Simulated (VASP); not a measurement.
Here is a VASP 6.6.1 calculation.

File INCAR:

```
PREC = Accurate
ENCUT = 520
EDIFF = 1E-6
ISMEAR = 0
SIGMA = 0.05
LREAL = False
LASPH = True
NELM = 60
ALGO = Normal
ISIF = 2
LWAVE = False
LCHARG = True
GGA = PE
LELF = True
LVHAR = True
NBANDS = 19
```

File KPOINTS:

```
regular mesh
0
Gamma
  6 6 6
```

POSCAR

```
SrCl2
1.0
   -0.7553572054      3.1516628226      3.1516628226
    3.1516628226     -0.7553572054      3.1516628226
    3.1516628226      3.1516628226     -0.7553572054
Sr Cl
1 2
Direct
    0.0000000000      0.0000000000      0.0000000000
    0.2500000000      0.2500000000      0.2500000000
    0.7500000000      0.7500000000      0.7500000000
```

Potentials or basis: VASP PAW PBE potentials, release 64 (Sr_sv, Cl).

Run with:

```console
$ cat potpaw_PBE.64/Sr_sv/POTCAR potpaw_PBE.64/Cl/POTCAR > POTCAR
$ mpirun -np 1 vasp_std > vasp.out
```

Predict the band gap on the k mesh.

5.02 eV, indirect (least direct gap 5.03 eV).

Estimate the largest force.

4.069 eV/Å.

Predict the pressure.

11.3 GPa.

Forces in eV/Å, atoms in the order of the input:
```
Sr   0.000  0.000  0.000
Cl   2.349  2.349  2.349
Cl  -2.349 -2.349 -2.349
```

Caveat: forces of over 1 eV/Å act on the atoms, so gaps and moduli don't describe the material at rest. A k mesh can miss the band edges.
